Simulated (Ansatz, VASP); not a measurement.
**Two plane-wave programs on BeH2**

INCAR

```
PREC = Accurate
ENCUT = 520
EDIFF = 1E-6
ISMEAR = -1
SIGMA = 0.02
LREAL = False
LASPH = True
NELM = 80
ALGO = Normal
ISIF = 2
LWAVE = False
LCHARG = False
GGA = PS
NBANDS = 9
```

The input KPOINTS:

```
regular mesh
0
Gamma
  8 8 8
```

POSCAR

```
BeH2
1.0
    0.0000000000      1.9749473532      1.9749473532
    1.9749473532      0.0000000000      1.9749473532
    1.9749473532      1.9749473532      0.0000000000
Be H
1 2
Direct
    0.0000000000      0.0000000000      0.0000000000
    0.2500000000      0.2500000000      0.2500000000
    0.7500000000      0.7500000000      0.7500000000
```

Input for Ansatz:

```yaml
crystal:
  lattice:
    - [0.0, 1.9749473532, 1.9749473532]
    - [1.9749473532, 0.0, 1.9749473532]
    - [1.9749473532, 1.9749473532, 0.0]
  atoms:
    - { symbol: Be, position: [0.0, 0.0, 0.0] }
    - { symbol: H, position: [0.25, 0.25, 0.25] }
    - { symbol: H, position: [0.75, 0.75, 0.75] }
kpoints:
  mp_grid: { grid: [8, 8, 8] }
hamiltonian:
  xc: pbesol
scf:
  occupations: { method: fermi_dirac, width: 0.02 }
  n_extra_bands: 4
output:
  forces: true
  stress: true
  eigenvalues: true
```

Alike in both runs: task single point; functional PBEsol; k mesh 8 × 8 × 8; occupations fermi-dirac, width 0.02 eV; no spin polarisation.

```csv
,VASP,Ansatz
version,VASP 6.6.1,Ansatz 0.2.0
potentials or method,"VASP PAW PBE potentials, release 64 (Be, H)","plane waves, PAW"
plane-wave cutoff (eV),520,420
valence electrons in the cell,4,4
```

```csv
,VASP,Ansatz,Ansatz less VASP
pressure (GPa),-1.1,-1.1,+0.02
```

VASP's potentials were made for PBE, not for PBEsol.
